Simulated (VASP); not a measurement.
# Al3P2 (P4/mmm) in VASP: a series of runs

Runs on Al3P2. Level: PBE. Tasks: relaxation of cell and atoms.

Everything below comes from runs of VASP 6.6.1. Logs are shortened: lines on timing, memory, paths and dates and some standing lists are left out, and cuts for length are marked.

## (1) The cell of the first run

Symmetry: P4/mmm, No. 123, tetragonal system. Conventional cell: a = 3.343 Å, b = 3.343 Å, c = 7.542 Å, α = 90.00°, β = 90.00°, γ = 90.00°. Within 3.7 Å of Al (site symmetry 4/mmm) lie 12 Al at 2.84 to 3.34 Å. Within 3.6 Å of Al (site symmetry 4mm) lie 4 P at 2.75 Å and 9 Al at 2.84 to 3.34 Å. Within 3.1 Å of P (site symmetry mmm) lie 4 P at 2.36 Å and 4 Al at 2.75 Å.

The cell was generated, and may not be a known phase.

## (2) Relaxation of cell and atoms, PBE

INCAR

```
SYSTEM = Al3P2
PREC = Accurate
ENCUT = 600
EDIFF = 1E-7
ISMEAR = 0
SIGMA = 0.1
LREAL = .FALSE.
LASPH = .TRUE.
NELM = 100
ALGO = Normal
ISIF = 3
LWAVE = .FALSE.
LCHARG = .FALSE.
GGA = PE
IBRION = 2
NSW = 90
EDIFFG = -0.04
```

KPOINTS

```
Automatic mesh
0
G
  6 6 2
  0 0 0
```

POSCAR

```
Al3P2
1.0
    3.3426604204      0.0000000000      0.0000000000
    0.0000000000      3.3426604204      0.0000000000
    0.0000000000      0.0000000000      7.5420795238
Al P
3 2
Direct
    0.5000000000      0.5000000000      0.0000000000
    0.0000000000      0.0000000000      0.2096737912
    0.0000000000      0.0000000000      0.7903262088
    0.0000000000      0.5000000000      0.5000000000
    0.5000000000      0.0000000000      0.5000000000
```

Potentials or basis: VASP PAW PBE potentials, release 64 (Al, P).

Started as:

```bash
$ cat potpaw_PBE.64/Al/POTCAR potpaw_PBE.64/P/POTCAR > POTCAR
$ mpirun -np 1 vasp_std > vasp.out
```

OUTCAR:

```text
SYSTEM = Al3P2
   PREC = Accurate
   ENCUT = 600
   EDIFF = 1E-7
   ISMEAR = 0
   LREAL = .FALSE.
   LASPH = .TRUE.
   NELM = 100
   ISIF = 3
   GGA = PE
   IBRION = 2
   NSW = 90
   EDIFFG = -0.04

 ion  position               nearest neighbor table
   1  0.500  0.500  0.000-   2 2.84   3 2.84   2 2.84   3 2.84   2 2.84   3 2.84   2 2.84   3 2.84

   2  0.000  0.000  0.210-   4 2.75   5 2.75   4 2.75   5 2.75   1 2.84   1 2.84   1 2.84   1 2.84
                             3 3.16
   3  0.000  0.000  0.790-   4 2.75   5 2.75   4 2.75   5 2.75   1 2.84   1 2.84   1 2.84   1 2.84
                             2 3.16
   4  0.000  0.500  0.500-   5 2.36   5 2.36   5 2.36   5 2.36   3 2.75   3 2.75   2 2.75   2 2.75

   5  0.500  0.000  0.500-   4 2.36   4 2.36   4 2.36   4 2.36   2 2.75   3 2.75   2 2.75   3 2.75

  LATTYP: Found a simple tetragonal cell.
 ALAT       =     3.3426604204
 C/A-ratio  =     2.2563104160

  Lattice vectors:

 A1 = (   3.3426604204,   0.0000000000,   0.0000000000)
 A2 = (   0.0000000000,   3.3426604204,   0.0000000000)
 A3 = (   0.0000000000,   0.0000000000,   7.5420795238)

Analysis of symmetry for initial positions (statically):
=====================================================================
 Subroutine PRICEL returns:
 Original cell was already a primitive cell.

 Routine SETGRP: Setting up the symmetry group for a
 simple tetragonal supercell.

 Subroutine GETGRP returns: Found 16 space group operations
 (whereof 16 operations were pure point group operations)
 out of a pool of 16 trial point group operations.

The static configuration has the point symmetry D_4h.

Analysis of symmetry for dynamics (positions and initial velocities):
=====================================================================
 Subroutine PRICEL returns:
 Original cell was already a primitive cell.

 Routine SETGRP: Setting up the symmetry group for a
 simple tetragonal supercell.

 Subroutine GETGRP returns: Found 16 space group operations
 (whereof 16 operations were pure point group operations)
 out of a pool of 16 trial point group operations.

The dynamic configuration has the point symmetry D_4h.

 Subroutine INISYM returns: Found 16 space group operations
 (whereof 16 operations are pure point group operations),
 and found     1 'primitive' translations

----------------------------------------------------------------------------------------

                                     Primitive cell

  volume of cell :      84.2705

  direct lattice vectors                    reciprocal lattice vectors
     3.342660420  0.000000000  0.000000000     0.299162904  0.000000000  0.000000000
     0.000000000  3.342660420  0.000000000     0.000000000  0.299162904  0.000000000
     0.000000000  0.000000000  7.542079524     0.000000000  0.000000000  0.132589427

  length of vectors
     3.342660420  3.342660420  7.542079524     0.299162904  0.299162904  0.132589427

  position of ions in fractional coordinates (direct lattice)
     0.500000000  0.500000000  0.000000000
     0.000000000  0.000000000  0.209673791
     0.000000000  0.000000000  0.790326209
     0.000000000  0.500000000  0.500000000
     0.500000000  0.000000000  0.500000000

  ion indices of the primitive-cell ions
   primitive index   ion index
                 1           1
                 2           2
                 3           3
                 4           4
                 5           5

----------------------------------------------------------------------------------------

 KPOINTS: Automatic mesh

Automatic generation of k-mesh.
 Grid dimensions read from file:
 generate k-points for:    6    6    2

 Generating k-lattice:

  Cartesian coordinates                     Fractional coordinates (reciprocal lattice)
     0.049860484  0.000000000  0.000000000     0.166666667  0.000000000  0.000000000
     0.000000000  0.049860484  0.000000000     0.000000000  0.166666667  0.000000000
     0.000000000  0.000000000  0.066294713     0.000000000  0.000000000  0.500000000

  Length of vectors
     0.049860484  0.049860484  0.066294713

  Shift w.r.t. Gamma in fractional coordinates (k-lattice)
     0.000000000  0.000000000  0.000000000

 Subroutine IBZKPT returns following result:
 ===========================================

 Found     20 irreducible k-points:

 Following reciprocal coordinates:
            Coordinates               Weight
  0.000000  0.000000  0.000000      1.000000
  0.166667  0.000000  0.000000      4.000000
  0.333333  0.000000  0.000000      4.000000
  0.500000  0.000000  0.000000      2.000000
  0.166667  0.166667  0.000000      4.000000
  0.333333  0.166667  0.000000      8.000000
[... 12 lines left out ...]
  0.500000  0.333333  0.500000      4.000000
  0.500000  0.500000  0.500000      1.000000
   k-points           NKPTS =     20   k-points in BZ     NKDIM =     20   number of bands    NBANDS=     13
   number of dos      NEDOS =    301   number of ions     NIONS =      5
   total plane-waves  NPLWV =  47040
   dimension x,y,z NGX =    28 NGY =   28 NGZ =   60
   dimension x,y,z NGXF=    56 NGYF=   56 NGZF=  120
   ions per type =               3   2
   NGX,Y,Z   is equivalent  to a cutoff of  13.93, 13.93, 13.23 a.u.
   NGXF,Y,Z  is equivalent  to a cutoff of  27.85, 27.85, 26.45 a.u.
 SYSTEM =  Al3P2
   PREC   = accura    normal or accurate (medium, high low for compatibility)
   ISTART =      0    job   : 0-new  1-cont  2-samecut
   ICHARG =      2    charge: 1-file 2-atom 10-const
   ISPIN  =      1    spin polarized calculation?
   LNONCOLLINEAR =      F non collinear calculations
   LSORBIT =      F    spin-orbit coupling
   LASPH  =      T    aspherical Exc in radial PAW
   ENCUT  =  600.0 eV  44.10 Ry    6.64 a.u.   6.68  6.68 15.06*2*pi/ulx,y,z
   NELM   =    100;   NELMIN=  2; NELMDL= -5     # of ELM steps
   EDIFF  = 0.1E-06   stopping-criterion for ELM
   LREAL  =      F    real-space projection
   EDIFFG = -.4E-01   stopping-criterion for IOM
   NSW    =     90    number of steps for IOM
   IBRION =      2    ionic relax: 0-MD 1-quasi-New 2-CG
   NFREE  =      1    steps in history (QN), initial steepest desc. (CG)
   ISIF   =      3    stress and relaxation
   ISYM   =      2    0-nonsym 1-usesym 2-fastsym
   POTIM  = 0.5000    time-step for ionic-motion
   TEBEG  =    0.0;   TEEND  =   0.0 temperature during run
   PSTRESS=    0.0 pullay stress
   NELECT =      19.0000    total number of electrons
   NUPDOWN=      -1.0000    fix difference up-down
   EMIN   =  10.00;   EMAX   =-10.00  energy-range for DOS
   EFERMI =   0.00;   METHOD = LEGACY
   ISMEAR =     0;   SIGMA  =   0.10  broadening in eV -4-tet -1-fermi 0-gaus
   EFERMI_NEDOS =   21; number of points for ismear=-14 and -15
   IALGO  =     38    algorithm
   IMIX   =      4    mixing-type and parameters
     AMIX     =   0.40;   BMIX     =  1.00
     AMIX_MAG =   1.60;   BMIX_MAG =  1.00
  volume/ion in A,a.u.               =      16.85       113.74
  Fermi-wavevector in a.u.,A,eV,Ry     =   0.996401  1.882925 13.508068  0.992815
  Thomas-Fermi vector in A             =   2.128487
   LORBIT       =      0    0 simple, 1 ext, 2 COOP (PROOUT), +10 PAW based schemes
   GGA     = PE    functional components
   LHFCALC =     F    Hartree Fock is set to
   AEXX    =    0.0000 exact exchange contribution
   IVDW    =     0    specifies the selected vdW correction
   LEPSILON=     F    determine dielectric tensor
   LRPA    =     F    only Hartree local field effects (RPA)
 conjugate gradient relaxation of ions
 non-spin polarized calculation
 Gauss-broadening in eV      SIGMA  =   0.10
  energy-cutoff  :      600.00
  volume of cell :       84.27
 maximum number of plane-waves:      2843
 NGX is ok and might be reduce to    28
   NGX = 13   NGY = 13   NGZ = 31

--------------------------------------- Ionic step        1  -------------------------------------------

 number of electron      18.9999998 magnetization

 Free energy of the ion-electron system (eV)
  ---------------------------------------------------
  ext. energy  EPLUGINS =         0.00000000
  ---------------------------------------------------
  free energy    TOTEN  =       -20.96363847 eV

  energy without entropy =      -20.95497587  energy(sigma->0) =      -20.95930717

------------------------ aborting loop because EDIFF is reached ----------------------------------------

  FORCE on cell =-STRESS in cart. coord.  units (eV):
  Direction    XX          YY          ZZ          XY          YZ          ZX
  --------------------------------------------------------------------------------------
  -------------------------------------------------------------------------------------
  Total        0.7770526      0.7770526     -1.0130779      0.0000000     -0.0000000     -0.0000000
  in kB       14.7735675     14.7735675    -19.2609541      0.0000000     -0.0000000     -0.0000000
  external PRESSURE =       3.4287270 kB  Pullay stress =       0.0000000 kB
[... 98 lines left out ...]
  FREE ENERGIE OF THE ION-ELECTRON SYSTEM (eV)
  ---------------------------------------------------
  free  energy   TOTEN  =       -20.9920148783 eV

  energy  without entropy=      -20.9785828742  energy(sigma->0) =      -20.98529888

[... ionic steps 4 to 8 ...]

--------------------------------------- Ionic step        9  -------------------------------------------

 number of electron      19.0000000 magnetization

------------------------ aborting loop because EDIFF is reached ----------------------------------------

  FORCE on cell =-STRESS in cart. coord.  units (eV):
  Direction    XX          YY          ZZ          XY          YZ          ZX
  --------------------------------------------------------------------------------------
  -------------------------------------------------------------------------------------
  Total        0.3896724      0.3896724     -0.0928365      0.0000000      0.0000000     -0.0000000
  in kB        7.3853567      7.3853567     -1.7595044      0.0000000      0.0000000     -0.0000000
  external PRESSURE =       4.3370697 kB  Pullay stress =       0.0000000 kB
[... 63 lines left out ...]
  energy  without entropy=      -21.0387681574  energy(sigma->0) =      -21.04191249

--------------------------------------- Ionic step       11  -------------------------------------------

 number of electron      18.9999999 magnetization

 Free energy of the ion-electron system (eV)
  ---------------------------------------------------
  ext. energy  EPLUGINS =         0.00000000
  ---------------------------------------------------
  free energy    TOTEN  =       -21.04534899 eV

  energy without entropy =      -21.03888538  energy(sigma->0) =      -21.04211718

 E-fermi :   7.8869     XC(G=0): -10.2481

 val. band max:        7.7965153716   @ k =   0.5000   0.5000   0.0000
 cond. band min:       7.9528991615   @ k =   0.3333   0.1667   0.5000
 fundamental gap:      0.1563837898
 Fermi energy:         7.8868980939

 k-point     1 :       0.0000    0.0000    0.0000
  band No.  band energies     occupation
      1      -7.5807      2.00000
      2      -1.2291      2.00000
      3      -0.6596      2.00000
      4       2.5993      2.00000
      5       3.1981      2.00000
      6       3.1981      2.00000
      7       5.9702      2.00000
      8       7.5053      2.00000
      9       8.6344      0.00000
     10       8.9920      0.00000
     11       9.7212      0.00000
     12       9.7212      0.00000
     13      11.0201      0.00000
[... 334 lines left out ...]
  FREE ENERGIE OF THE ION-ELECTRON SYSTEM (eV)
  ---------------------------------------------------
  free  energy   TOTEN  =       -21.0453489893 eV

  energy  without entropy=      -21.0388853783  energy(sigma->0) =      -21.04211718

 reached required accuracy - stopping structural energy minimisation
```

Wall time 4.5 min (1 thread of Intel Xeon 8259CL, shared host); peak memory 0.21 GiB.

Results:

- Free energy: -21.0453 eV
- Relaxed volume: 17.02 Å³/atom
- Relaxed cell: a = 3.454 Å, b = 3.454 Å, c = 7.132 Å, α = 90.00°, β = 90.00°, γ = 90.00°
- Space group after relaxing (to 0.1 Å): P4/mmm (No. 123)
- Energy gained by relaxing: 16.3 meV/atom
- Ionic steps: 11
- Pressure after relaxing: -0.1 GPa
- Largest force after relaxing: 0.007 eV/Å
- Band gap on the k mesh: zero (an odd number of electrons rules out a gap without spin polarisation)

Forces in eV/Å, atoms in the order of the input:
```
Al   0.000  0.000  0.000
Al   0.000  0.000  0.007
Al   0.000  0.000 -0.007
P    0.000  0.000  0.000
P    0.000  0.000  0.000
```

Stress tensor (GPa, compression positive):
```
-0.07  0.00  0.00
 0.00 -0.07  0.00
 0.00  0.00 -0.18
```

Step by step:
```
step  energy change (eV)  largest force (eV/Å)  pressure (GPa)  volume (Å³)
   1              0.0000                0.0012            0.34        84.27
   2             -0.0153                0.0081            0.05        84.70
   3             -0.0284                0.1102            0.04        85.07
   4             -0.0607                0.1242           -0.28        85.77
   5             -0.0099                0.3008           -1.93        87.01
   6             -0.0739                0.1742           -0.84        86.18
   7             -0.0765                0.1398            0.30        84.55
   8             -0.0788                0.1584           -0.18        85.20
   9             -0.0806                0.0260            0.43        84.54
  10             -0.0814                0.0416            0.21        84.77
  11             -0.0817                0.0074           -0.10        85.09
```

Final structure:
```xyz
5
Lattice="3.4543 0.0000 0.0000 0.0000 3.4543 0.0000 0.0000 0.0000 7.1315" Properties=species:S:1:pos:R:3 pbc="T T T"
Al    1.7271    1.7271    0.0000
Al    0.0000    0.0000    1.4726
Al    0.0000    0.0000    5.6589
P     0.0000    1.7271    3.5658
P     1.7271    0.0000    3.5658
```

Levels at points of the mesh, in eV from the Fermi level:
| k point | band 5 | band 6 | band 7 | band 8 | band 9 | band 10 | band 11 | band 12 | band 13 |
| --- | --- | --- | --- | --- | --- | --- | --- | --- | --- |
| (0.00, 0.00, 0.00) | -4.69 | -4.69 | -1.92 | -0.38 | 0.75 | 1.11 | 1.83 | 1.83 | 3.13 |
| (0.50, 0.00, 0.00) | -5.87 | -5.12 | -2.24 | -1.56 | -0.33 | 0.41 | 0.75 | 0.81 | 2.29 |
| (0.50, 0.50, 0.00) | -3.69 | -3.69 | -3.47 | -3.12 | -3.12 | -2.61 | -2.59 | -0.09 | 3.10 |
| (0.00, 0.00, 0.50) | -5.15 | -4.68 | -4.68 | 0.55 | 0.62 | 1.32 | 1.32 | 3.53 | 5.13 |
| (0.50, 0.00, 0.50) | -3.84 | -3.03 | -2.35 | -2.24 | -2.01 | -1.55 | -0.30 | 0.53 | 3.69 |
| (0.50, 0.50, 0.50) | -4.44 | -4.44 | -4.27 | -2.94 | -1.31 | -1.31 | -0.46 | 0.48 | 0.48 |

Caveat: the k points lie up to 0.44 Å⁻¹ apart in the final cell, too coarse for converged energies and pressures of a metal.

## (3) Relaxation of cell and atoms, PBE

This run uses another cell than the first one, of 19.43 Å³/atom.

INCAR

```
SYSTEM = Al3P2
PREC = Accurate ; ENCUT = 600
EDIFF = 1E-7 ; ISMEAR = 0
SIGMA = 0.1 ; LREAL = .False.
LASPH = .True. ; NELM = 80
ALGO = Normal ; ISIF = 3
LWAVE = .False. ; LCHARG = .False.
GGA = PE ; IBRION = 2
NSW = 90 ; EDIFFG = -0.04
```

KPOINTS

```
regular mesh
0
Gamma
  4 4 4
  0 0 0
```

POSCAR

```
Al3P2
1.0
    3.9127807400      0.0000000000      0.0000000000
    0.0000000000      3.9127807400      0.0000000000
    0.0000000000      0.0000000000      6.3462642700
Al P
3 2
Direct
    0.5000000000      0.5000000000      0.0000000000
    0.0000000000      0.0000000000      0.2297547200
    0.0000000000      0.0000000000      0.7702452800
    0.0000000000      0.5000000000      0.5000000000
    0.5000000000      0.0000000000      0.5000000000
```

Potentials or basis: VASP PAW PBE potentials, release 64 (Al, P).

Started as:

```bash
$ cat potpaw_PBE.64/Al/POTCAR potpaw_PBE.64/P/POTCAR > POTCAR
$ mpirun -np 1 vasp_std > vasp.out
```

Wall time 6.3 min (1 thread of Intel Xeon 8259CL, shared host); peak memory 0.24 GiB.

It converged, with:

- Free energy: -21.3452 eV
- Relaxed volume: 16.84 Å³/atom
- Relaxed cell: a = 3.350 Å, b = 3.350 Å, c = 7.502 Å, α = 90.00°, β = 90.00°, γ = 90.00°
- Space group after relaxing (to 0.1 Å): P4/mmm (No. 123)
- Energy gained by relaxing: 208.7 meV/atom
- Ionic steps: 20
- Pressure after relaxing: 0.0 GPa
- Largest force after relaxing: 0.031 eV/Å
- Band gap on the k mesh: zero (an odd number of electrons rules out a gap without spin polarisation)

Forces on the atoms (eV/Å):
```
Al   0.000  0.000  0.000
Al   0.000  0.000 -0.031
Al   0.000  0.000  0.031
P    0.000  0.000  0.000
P    0.000  0.000  0.000
```

Stress tensor (GPa, compression positive):
```
-0.21  0.00  0.00
 0.00 -0.21  0.00
 0.00  0.00  0.30
```

The path:
| step | energy change (eV) | largest force (eV/Å) | pressure (GPa) | volume (Å³) |
| --- | --- | --- | --- | --- |
| 1 | 0.0000 | 0.5437 | -4.37 | 97.16 |
| 2 | -0.1523 | 0.7279 | -0.57 | 89.89 |
| 3 | -0.1726 | 0.9461 | 1.33 | 86.57 |
| 4 | -0.3708 | 0.8118 | 1.07 | 84.31 |
| 5 | -0.5293 | 1.5611 | 7.74 | 77.39 |
| 6 | -0.6363 | 0.0862 | 3.10 | 81.06 |
| 7 | -0.6570 | 0.6279 | 4.56 | 79.42 |
| 8 | -0.7052 | 1.1429 | 4.02 | 80.40 |
| 9 | -0.7148 | 1.2518 | 3.69 | 80.68 |
| 10 | -0.7425 | 1.2293 | 2.46 | 81.21 |
| 11 | -0.7381 | 1.5152 | 2.44 | 82.16 |
| 12 | -0.7592 | 1.3698 | 2.15 | 81.71 |
| 13 | -0.8775 | 0.9255 | 0.23 | 83.52 |
| 14 | -0.9766 | 0.5230 | -2.26 | 86.32 |
| 15 | -0.9833 | 0.3718 | -3.05 | 87.35 |
| 16 | -1.0369 | 0.1149 | -0.65 | 84.59 |
| 17 | -1.0404 | 0.0224 | 0.20 | 83.73 |
| 18 | -1.0404 | 0.0147 | 0.28 | 83.65 |
| 19 | -1.0414 | 0.0022 | 0.20 | 83.79 |
| 20 | -1.0437 | 0.0314 | -0.04 | 84.19 |

Final structure:
```xyz
5
Lattice="3.3500 0.0000 0.0000 0.0000 3.3500 0.0000 0.0000 0.0000 7.5019" Properties=species:S:1:pos:R:3 pbc="T T T"
Al    1.6750    1.6750    0.0000
Al    0.0000    0.0000    1.5745
Al    3.3500    0.0000    5.9273
P     3.3500    1.6750    3.7509
P     1.6750    0.0000    3.7509
```

Levels at points of the mesh, in eV from the Fermi level:
| k point | band 8 | band 9 | band 10 | band 11 | band 12 | band 13 |
| --- | --- | --- | --- | --- | --- | --- |
| (0.00, 0.00, 0.00) | -1.14 | 1.13 | 1.35 | 2.43 | 2.43 | 3.64 |
| (0.50, 0.00, 0.00) | -1.29 | 0.06 | 0.09 | 0.49 | 0.90 | 1.57 |
| (0.50, 0.50, 0.00) | -3.00 | -3.00 | -2.42 | -2.36 | 0.04 | 2.51 |
| (0.00, 0.00, 0.50) | 0.75 | 1.18 | 2.01 | 2.01 | 3.46 | 4.74 |
| (0.50, 0.00, 0.50) | -2.41 | -1.88 | -1.29 | 0.50 | 1.15 | 4.58 |
| (0.50, 0.50, 0.50) | -2.61 | -1.39 | -1.39 | -0.42 | 0.20 | 0.20 |

Caveat: the k points lie up to 0.47 Å⁻¹ apart in the final cell, too coarse for converged energies and pressures of a metal; a cell axis changed by over 15 % at a fixed basis, so the end point is rough.

The gap in the log of VASP goes by the Fermi energy; the results here count the filled bands.